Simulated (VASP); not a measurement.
# KCl (F-43m) in VASP: further runs

The runs below take KCl through single point, with HF, HSE06.

All numbers are computed with VASP 6.6.1; they aren't measurements. Logs are shortened: lines on timing, memory, paths and dates and some standing lists are left out, and cuts for length are marked.

## (1) The cell of the first run

Symmetry: F-43m, No. 216, cubic system. The conventional cell has a = 7.015 Å, b = 7.015 Å, c = 7.015 Å, α = 90.00°, β = 90.00°, γ = 90.00°. K (site symmetry -43m) has 4 Cl at 3.04 Å within 4.0 Å. Within 4.0 Å of Cl (site symmetry -43m) lie 4 K at 3.04 Å.

## (2) Single point, HF

Input file POSCAR:

```
KCl
1.0
    0.0000000000      3.5072828382      3.5072828382
    3.5072828382      0.0000000000      3.5072828382
    3.5072828382      3.5072828382      0.0000000000
K Cl
1 1
Direct
    0.0000000000      0.0000000000      0.0000000000
    0.2500000000      0.2500000000      0.2500000000
```

Input file INCAR.step1:

```
PREC     = Accurate       # precision mode
ENCUT    = 520            # plane-wave cutoff, eV
EDIFF    = 1E-5           # SCF threshold, eV
ISMEAR   = 0              # smearing method
SIGMA    = 0.01           # smearing width, eV
LREAL    = False          # projectors in reciprocal space
LASPH    = True           # aspherical terms in the spheres
NELM     = 100            # most SCF steps
ALGO     = Normal         # electronic algorithm
ISIF     = 2              # what is computed and relaxed
LWAVE    = True           # write WAVECAR
LCHARG   = False          # write CHGCAR
GGA      = PE             # functional
NBANDS   = 15             # bands
```

Input file INCAR.step2:

```
PREC     = Accurate       # precision mode
ENCUT    = 520            # plane-wave cutoff, eV
EDIFF    = 1E-6           # SCF threshold, eV
ISMEAR   = 0              # smearing method
SIGMA    = 0.01           # smearing width, eV
LREAL    = False          # projectors in reciprocal space
LASPH    = True           # aspherical terms in the spheres
NELM     = 100            # most SCF steps
ALGO     = Normal         # electronic algorithm
ISIF     = 2              # what is computed and relaxed
LWAVE    = False          # write WAVECAR
LCHARG   = False          # write CHGCAR
GGA      = PE             # functional
LHFCALC  = True           # exact exchange
AEXX     = 1.0            # exact-exchange fraction
ALDAC    = 0.0          
AGGAC    = 0.0          
PRECFOCK = Normal       
ISTART   = 1            
NBANDS   = 15             # bands
```

Input file KPOINTS:

```
regular mesh
0
Gamma
  4 4 4
```

Potentials or basis: VASP PAW PBE potentials, release 64 (K_sv, Cl).

On the command line:

```bash
$ cat potpaw_PBE.64/K_sv/POTCAR potpaw_PBE.64/Cl/POTCAR > POTCAR
$ cp INCAR.step1 INCAR
$ mpirun -np 1 vasp_std > vasp.out
$ cp INCAR.step2 INCAR
$ mpirun -np 1 vasp_std > vasp.out
```

OUTCAR:

```text
PREC = Accurate
   ENCUT = 520
   EDIFF = 1E-6
   ISMEAR = 0
   LREAL = False
   LASPH = True
   NELM = 100
   ISIF = 2
   GGA = PE
   LHFCALC = True
   AEXX = 1.0
   PRECFOCK = Normal
   ISTART = 1

 ion  position               nearest neighbor table
   1  0.000  0.000  0.000-   2 3.04   2 3.04   2 3.04   2 3.04
   2  0.250  0.250  0.250-   1 3.04   1 3.04   1 3.04   1 3.04

  LATTYP: Found a face centered cubic cell.
 ALAT       =     7.0145656764

  Lattice vectors:

 A1 = (   0.0000000000,   3.5072828382,   3.5072828382)
 A2 = (   3.5072828382,   0.0000000000,   3.5072828382)
 A3 = (   3.5072828382,   3.5072828382,   0.0000000000)

Analysis of symmetry for initial positions (statically):
=====================================================================
 Subroutine PRICEL returns:
 Original cell was already a primitive cell.

 Routine SETGRP: Setting up the symmetry group for a
 face centered cubic supercell.

 Subroutine GETGRP returns: Found 24 space group operations
 (whereof 24 operations were pure point group operations)
 out of a pool of 48 trial point group operations.

The static configuration has the point symmetry T_d .

Analysis of symmetry for dynamics (positions and initial velocities):
=====================================================================
 Subroutine PRICEL returns:
 Original cell was already a primitive cell.

 Routine SETGRP: Setting up the symmetry group for a
 face centered cubic supercell.

 Subroutine GETGRP returns: Found 24 space group operations
 (whereof 24 operations were pure point group operations)
 out of a pool of 48 trial point group operations.

The dynamic configuration has the point symmetry T_d .

 Subroutine INISYM returns: Found 24 space group operations
 (whereof 24 operations are pure point group operations),
 and found     1 'primitive' translations

----------------------------------------------------------------------------------------

                                     Primitive cell

  volume of cell :      86.2864

  direct lattice vectors                    reciprocal lattice vectors
     0.000000000  3.507282838  3.507282838    -0.142560501  0.142560501  0.142560501
     3.507282838  0.000000000  3.507282838     0.142560501 -0.142560501  0.142560501
     3.507282838  3.507282838  0.000000000     0.142560501  0.142560501 -0.142560501

  length of vectors
     4.960046957  4.960046957  4.960046957     0.246922032  0.246922032  0.246922032

  position of ions in fractional coordinates (direct lattice)
     0.000000000  0.000000000  0.000000000
     0.250000000  0.250000000  0.250000000

  ion indices of the primitive-cell ions
   primitive index   ion index
                 1           1
                 2           2

----------------------------------------------------------------------------------------

 KPOINTS: regular mesh

Automatic generation of k-mesh.
 Grid dimensions read from file:
 generate k-points for:    4    4    4

 Generating k-lattice:

  Cartesian coordinates                     Fractional coordinates (reciprocal lattice)
    -0.035640125  0.035640125  0.035640125     0.250000000  0.000000000  0.000000000
     0.035640125 -0.035640125  0.035640125     0.000000000  0.250000000  0.000000000
     0.035640125  0.035640125 -0.035640125     0.000000000  0.000000000  0.250000000

  Length of vectors
     0.061730508  0.061730508  0.061730508

  Shift w.r.t. Gamma in fractional coordinates (k-lattice)
     0.000000000  0.000000000  0.000000000

 Subroutine IBZKPT returns following result:
 ===========================================

 Found      8 irreducible k-points:

 Following reciprocal coordinates:
            Coordinates               Weight
  0.000000  0.000000  0.000000      1.000000
  0.250000  0.000000  0.000000      8.000000
  0.500000  0.000000  0.000000      4.000000
  0.250000  0.250000  0.000000      6.000000
  0.500000  0.250000  0.000000     24.000000
 -0.250000  0.250000  0.000000     12.000000
  0.500000  0.500000  0.000000      3.000000
 -0.250000  0.500000  0.250000      6.000000
   k-points           NKPTS =      8   k-points in BZ     NKDIM =     64   number of bands    NBANDS=     15
   number of dos      NEDOS =    301   number of ions     NIONS =      2
   total plane-waves  NPLWV =  64000
   dimension x,y,z NGX =    40 NGY =   40 NGZ =   40
   dimension x,y,z NGXF=    80 NGYF=   80 NGZF=   80
   ions per type =               1   1
   NGX,Y,Z   is equivalent  to a cutoff of  13.41, 13.41, 13.41 a.u.
   NGXF,Y,Z  is equivalent  to a cutoff of  26.81, 26.81, 26.81 a.u.
 SYSTEM =  unknown system
   PREC   = accura    normal or accurate (medium, high low for compatibility)
   ISTART =      1    job   : 0-new  1-cont  2-samecut
   ICHARG =      0    charge: 1-file 2-atom 10-const
   ISPIN  =      1    spin polarized calculation?
   LNONCOLLINEAR =      F non collinear calculations
   LSORBIT =      F    spin-orbit coupling
   LASPH  =      T    aspherical Exc in radial PAW
   ENCUT  =  520.0 eV  38.22 Ry    6.18 a.u.   9.22  9.22  9.22*2*pi/ulx,y,z
   NELM   =    100;   NELMIN=  2; NELMDL=  0     # of ELM steps
   EDIFF  = 0.1E-05   stopping-criterion for ELM
   LREAL  =      F    real-space projection
   EDIFFG = 0.1E-04   stopping-criterion for IOM
   NSW    =      0    number of steps for IOM
   IBRION =     -1    ionic relax: 0-MD 1-quasi-New 2-CG
   NFREE  =      0    steps in history (QN), initial steepest desc. (CG)
   ISIF   =      2    stress and relaxation
   ISYM   =      3    0-nonsym 1-usesym 2-fastsym
   POTIM  = 0.5000    time-step for ionic-motion
   TEBEG  =    0.0;   TEEND  =   0.0 temperature during run
   PSTRESS=    0.0 pullay stress
   NELECT =      16.0000    total number of electrons
   NUPDOWN=      -1.0000    fix difference up-down
   EMIN   =  10.00;   EMAX   =-10.00  energy-range for DOS
   EFERMI =   0.00;   METHOD = LEGACY
   ISMEAR =     0;   SIGMA  =   0.01  broadening in eV -4-tet -1-fermi 0-gaus
   EFERMI_NEDOS =   21; number of points for ismear=-14 and -15
   IALGO  =     38    algorithm
   IMIX   =      1    mixing-type and parameters
     AMIX     =   0.40;   BMIX     =  1.00
     AMIX_MAG =   1.60;   BMIX_MAG =  1.00
  volume/ion in A,a.u.               =      43.14       291.14
  Fermi-wavevector in a.u.,A,eV,Ry     =   0.933542  1.764139 11.857496  0.871501
  Thomas-Fermi vector in A             =   2.060255
   LORBIT       =      0    0 simple, 1 ext, 2 COOP (PROOUT), +10 PAW based schemes
   GGA     = PE    functional components
   LHFCALC =     T    Hartree Fock is set to
   PRECFOCK=normal    Normal, Fast or Accurate (Low or Medium for compatibility)
   ENCUT4O =  -1.0   cutoff for four orbital integrals eV
   NKREDX  =     1    reduce k-point grid by
   NKREDY  =     1    reduce k-point grid by
   NKREDZ  =     1    reduce k-point grid by
   AEXX    =    1.0000 exact exchange contribution
   HFSCREEN=    0.0000 screening length (either q_TF or 0.3 A-1)
   HFSCREENC=   0.0000 screening length for correlation (either q_TF or 0.3 A-1)
   ENCUTFOCK=  -1.0 apply spherical cutoff to Coloumb kernel
   IVDW    =     0    specifies the selected vdW correction
   LEPSILON=     F    determine dielectric tensor
   LRPA    =     F    only Hartree local field effects (RPA)
 non-spin polarized calculation
 Gauss-broadening in eV      SIGMA  =   0.01
  energy-cutoff  :      520.00
  volume of cell :       86.29
 maximum number of plane-waves:      2346
 NGX is ok and might be reduce to    40
  NGX = 28; NGY = 28; NGZ = 28

 number of electron      16.0000000 magnetization

 Free energy of the ion-electron system (eV)
  ---------------------------------------------------
  ext. energy  EPLUGINS =         0.00000000
  ---------------------------------------------------
  free energy    TOTEN  =       -12.04115040 eV

  energy without entropy =      -12.04115040  energy(sigma->0) =      -12.04115040

 E-fermi :  -7.6271     XC(G=0):   0.0000

 val. band max:       -7.7495970041   @ k =  -0.2500   0.2500   0.0000
 cond. band min:       4.6119421465   @ k =   0.0000   0.0000   0.0000
 fundamental gap:     12.3615391506
 Fermi energy:        -7.6270603057

 k-point     1 :       0.0000    0.0000    0.0000
  band No.  band energies     occupation
      1     -42.9810      2.00000
      2     -23.9728      2.00000
      3     -21.0640      2.00000
      4     -21.0640      2.00000
      5     -21.0640      2.00000
      6      -7.7754      2.00000
      7      -7.7754      2.00000
      8      -7.7754      2.00000
      9       4.6119      0.00000
     10      10.9816      0.00000
     11      10.9816      0.00000
     12      11.4745      0.00000
     13      11.4745      0.00000
     14      11.4745      0.00000
     15      12.6930      0.00000

 k-point     2 :       0.2500    0.0000    0.0000
  band No.  band energies     occupation
      1     -42.9791      2.00000
      2     -24.0276      2.00000
      3     -21.0718      2.00000
      4     -21.0718      2.00000
      5     -20.9929      2.00000
      6      -7.9732      2.00000
      7      -7.7629      2.00000
      8      -7.7629      2.00000
      9       5.5548      0.00000
     10       9.6952      0.00000
     11      10.0624      0.00000
     12      10.0624      0.00000
     13      11.8067      0.00000
     14      12.5796      0.00000
     15      12.5796      0.00000

 k-point     3 :       0.5000    0.0000    0.0000
  band No.  band energies     occupation
      1     -42.9772      2.00000
      2     -24.0793      2.00000
      3     -21.0796      2.00000
      4     -21.0796      2.00000
      5     -20.9262      2.00000
      6      -8.1419      2.00000
      7      -7.7511      2.00000
      8      -7.7511      2.00000
      9       7.1898      0.00000
     10       7.6241      0.00000
     11       9.8266      0.00000
     12       9.8266      0.00000
     13      12.4409      0.00000
     14      12.4409      0.00000
     15      12.7555      0.00000

 k-point     4 :       0.2500    0.2500    0.0000
  band No.  band energies     occupation
      1     -42.9785      2.00000
      2     -24.0450      2.00000
      3     -21.0826      2.00000
      4     -21.0826      2.00000
      5     -20.9534      2.00000
      6      -8.0175      2.00000
      7      -7.7653      2.00000
      8      -7.7653      2.00000
      9       5.8010      0.00000
     10       8.4718      0.00000
     11      10.9183      0.00000
     12      11.6959      0.00000
     13      11.7122      0.00000
     14      11.7124      0.00000
     15      12.9296      0.00000

 k-point     5 :       0.5000    0.2500    0.0000
  band No.  band energies     occupation
      1     -42.9766      2.00000
      2     -24.0951      2.00000
      3     -21.1041      2.00000
      4     -21.0904      2.00000
      5     -20.8746      2.00000
      6      -8.0951      2.00000
      7      -7.8394      2.00000
      8      -7.7524      2.00000
      9       6.7770      0.00000
     10       7.9610      0.00000
     11       9.8807      0.00000
     12      10.5115      0.00000
     13      12.1867      0.00000
     14      12.7954      0.00000
     15      13.2742      0.00000

 k-point     6 :      -0.2500    0.2500    0.0000
  band No.  band energies     occupation
      1     -42.9772      2.00000
      2     -24.0786      2.00000
      3     -21.1035      2.00000
      4     -21.0797      2.00000
      5     -20.9026      2.00000
      6      -8.0251      2.00000
      7      -7.8713      2.00000
      8      -7.7496      2.00000
      9       6.5745      0.00000
     10       8.4366      0.00000
     11       9.7329      0.00000
     12       9.7981      0.00000
     13      12.5282      0.00000
     14      12.7190      0.00000
     15      13.2100      0.00000

 k-point     7 :       0.5000    0.5000    0.0000
  band No.  band energies     occupation
      1     -42.9760      2.00000
      2     -24.1117      2.00000
      3     -21.1012      2.00000
      4     -21.1012      2.00000
      5     -20.8494      2.00000
      6      -8.2130      2.00000
      7      -7.7535      2.00000
      8      -7.7535      2.00000
      9       6.4992      0.00000
     10       7.9610      0.00000
     11      11.0029      0.00000
     12      11.5192      0.00000
     13      11.5192      0.00000
     14      12.2974      0.00000
     15      13.1668      0.00000

 k-point     8 :      -0.2500    0.5000    0.2500
  band No.  band energies     occupation
      1     -42.9760      2.00000
      2     -24.1108      2.00000
      3     -21.1115      2.00000
      4     -21.1018      2.00000
      5     -20.8405      2.00000
      6      -8.0175      2.00000
      7      -7.9534      2.00000
      8      -7.7580      2.00000
      9       6.7844      0.00000
     10       7.9558      0.00000
     11      10.2907      0.00000
     12      10.6976      0.00000
     13      11.7347      0.00000
     14      12.6013      0.00000
     15      13.5326      0.00000

------------------------ aborting loop because EDIFF is reached ----------------------------------------

  FORCE on cell =-STRESS in cart. coord.  units (eV):
  Direction    XX          YY          ZZ          XY          YZ          ZX
  --------------------------------------------------------------------------------------
  -------------------------------------------------------------------------------------
  Total        0.6230539      0.6230539      0.6230539      0.0000000     -0.0000000      0.0000000
  in kB       11.5689463     11.5689463     11.5689463      0.0000000     -0.0000000      0.0000000
  external PRESSURE =      11.5689463 kB  Pullay stress =       0.0000000 kB

 VOLUME and BASIS-vectors are now :
 -----------------------------------------------------------------------------
  energy-cutoff  :      520.00
  volume of cell :       86.29
      direct lattice vectors                 reciprocal lattice vectors
     0.000000000  3.507282838  3.507282838    -0.142560501  0.142560501  0.142560501
     3.507282838  0.000000000  3.507282838     0.142560501 -0.142560501  0.142560501
     3.507282838  3.507282838  0.000000000     0.142560501  0.142560501 -0.142560501

 POSITION                                       TOTAL-FORCE (eV/Angst)
 -----------------------------------------------------------------------------------
      0.00000      0.00000      0.00000        -0.000000     -0.000000     -0.000000
      1.75364      1.75364      1.75364         0.000000      0.000000      0.000000
 -----------------------------------------------------------------------------------
    total drift:                               -0.000030      0.000022      0.000011

  FREE ENERGIE OF THE ION-ELECTRON SYSTEM (eV)
  ---------------------------------------------------
  free  energy   TOTEN  =       -12.0411504027 eV

  energy  without entropy=      -12.0411504027  energy(sigma->0) =      -12.04115040
```

It took 6.1 min on 1 thread of Intel Xeon 6975P-C (Granite Rapids), shared host; peak memory 0.24 GiB.

What came out:

* Free energy: -12.0412 eV
* Pressure: 1.2 GPa
* Band gap on the k mesh: 12.36 eV (least direct gap 12.39 eV)

Caveat: the PAW data sets were made with another functional, which shifts forces and pressure a little. A k mesh can miss the band edges.

## (3) Single point, HSE06

This run uses another cell than the first one, of 43.67 Å³/atom.

Input file POSCAR:

```
KCl
1.0
    0.0000000000      3.5216262291      3.5216262291
    3.5216262291      0.0000000000      3.5216262291
    3.5216262291      3.5216262291      0.0000000000
K Cl
1 1
Direct
    0.0000000000      0.0000000000      0.0000000000
    0.2500000000      0.2500000000      0.2500000000
```

Input file INCAR.step1:

```
SYSTEM = KCl
ALGO = Normal
EDIFF = 1E-5
ENCUT = 520
GGA = PE
ISIF = 2
ISMEAR = -1
LASPH = .TRUE.
LCHARG = .FALSE.
LREAL = .FALSE.
LWAVE = .TRUE.
NBANDS = 15
NELM = 60
PREC = Accurate
SIGMA = 0.02
```

Input file INCAR.step2:

```
SYSTEM = KCl
ALGO = Normal
EDIFF = 1E-7
ENCUT = 520
GGA = PE
HFSCREEN = 0.2079
ISIF = 2
ISMEAR = -1
ISTART = 1
LASPH = .TRUE.
LCHARG = .FALSE.
LHFCALC = .TRUE.
LREAL = .FALSE.
LWAVE = .FALSE.
NBANDS = 15
NELM = 60
PREC = Accurate
PRECFOCK = Normal
SIGMA = 0.02
```

Input file KPOINTS:

```
k-points
0
G
  4 4 4
  0 0 0
```

Potentials or basis: VASP PAW PBE potentials, release 64 (K_sv, Cl).

On the command line:

```bash
$ cat potpaw_PBE.64/K_sv/POTCAR potpaw_PBE.64/Cl/POTCAR > POTCAR
$ cp INCAR.step1 INCAR
$ mpirun -np 1 vasp_std > vasp.out
$ cp INCAR.step2 INCAR
$ mpirun -np 1 vasp_std > vasp.out
```

It took 5.5 min on 1 thread of Intel Xeon 6975P-C (Granite Rapids), shared host; peak memory 0.35 GiB.

Results (log left out):

```yaml
Free_energy: -7.6640 eV
Pressure: 0.0 GPa
Band_gap_on_the_k_mesh: 5.99 eV (least direct gap 6.02 eV)
```

Levels at points of the mesh, in eV from the valence-band top:
| k point | band 6 | band 7 | band 8 | band 9 | band 10 | band 11 |
| --- | --- | --- | --- | --- | --- | --- |
| (0.00, 0.00, 0.00) | -0.03 | -0.03 | -0.03 | 5.99 | 10.97 | 10.97 |
| (0.50, 0.00, 0.00) | -0.34 | 0.00 | 0.00 | 8.52 | 8.71 | 10.42 |
| (0.50, 0.50, 0.00) | -0.40 | 0.00 | 0.00 | 7.93 | 9.02 | 11.29 |

Caveat: the PAW data sets were made with another functional, which shifts forces and pressure a little.
